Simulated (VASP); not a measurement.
K: single point with PBEsol

The system is K.

```
K
1.0
     4.50629    0.00000    0.00000
    -2.25314    3.90256    0.00000
     0.00000    0.00000    7.30018
K
2
Direct
  0.33333 0.66667 0.25000
  0.66667 0.33333 0.75000
```

This isn't the form of K at room conditions, which is bcc.

```json
{"Program": "VASP 6.6.1", "Task": "single point", "Functional": "PBEsol", "Potentials or basis": "VASP PAW PBE potentials, release 64 (K_sv)", "Cutoff": "520 eV", "k mesh": "10 × 10 × 5", "Occupations": "fermi-dirac, width 0.05 eV", "Spin": "no spin polarisation"}
```

* Pressure: 0.5 GPa
* Band gap on the k mesh: zero (bands 9 and 10 overlap by 1.98 eV)

Levels at points of the mesh, in eV from the Fermi level:
| k point | band 6 | band 7 | band 8 | band 9 | band 10 | band 11 | band 12 | band 13 |
| --- | --- | --- | --- | --- | --- | --- | --- | --- |
| (0.00, 0.00, 0.00) | -15.40 | -15.40 | -15.40 | -2.35 | 0.34 | 0.65 | 4.19 | 4.19 |
| (0.50, 0.00, 0.00) | -15.44 | -15.43 | -15.42 | 0.12 | 0.27 | 1.62 | 1.96 | 2.47 |

It took 34 s on 1 thread of Intel(R) Xeon(R) 6975P-C (Granite Rapids), on a shared host, peak memory 0.28 GiB.

Caveat: the PAW data sets were made with another functional, which shifts forces and pressure a little.
